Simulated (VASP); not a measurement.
A run of VASP 6.6.1 is set up as follows.

File INCAR:

```
SYSTEM = InSe
ALGO = Normal
EDIFF = 1E-6
ENCUT = 520
GGA = PE
ISIF = 2
ISMEAR = -1
LASPH = .TRUE.
LCHARG = .FALSE.
LREAL = .FALSE.
LWAVE = .FALSE.
NBANDS = 27
NELM = 60
PREC = Accurate
SIGMA = 0.02
```

The input KPOINTS:

```
k-points
0
G
  7 7 6
  0 0 0
```

POSCAR

```
InSe
1.0
    5.8781776766     -2.0843395134     -0.0190645134
    5.8576276766      2.0256604866     -0.0396145134
   -1.6210339782     -0.0136212036      4.3316534849
In Se
2 2
Direct
    0.8840000000      0.8840000000      0.0050000000
    0.1160000000      0.1160000000      0.9950000000
    0.6600000000      0.6600000000      0.6420000000
    0.3400000000      0.3400000000      0.3580000000
```

Potentials or basis: VASP PAW PBE potentials, release 64 (In_d, Se).

The run is started by

```bash
$ cat potpaw_PBE.64/In_d/POTCAR potpaw_PBE.64/Se/POTCAR > POTCAR
$ mpirun -np 1 vasp_std > vasp.out
```

Problem. What does it give for the largest force?

Solution. 0.868 eV/Å.

Problem. Predict the band gap on the k mesh.

Solution. 0.99 eV (least direct gap 1.35 eV).

Problem. What does it give for the pressure?

Solution. 3.1 GPa.

Stress tensor (GPa, compression positive):
```
5.66 0.13 2.86
0.13 1.24 0.20
2.86 0.20 2.43
```

Caveat: the cell differs from its parent crystal (equal xy, yz and zx shear strains of -1 %); the cell stands under pressure; spin-orbit coupling is left out, which moves the levels of the heavy elements. A k mesh can miss the band edges.
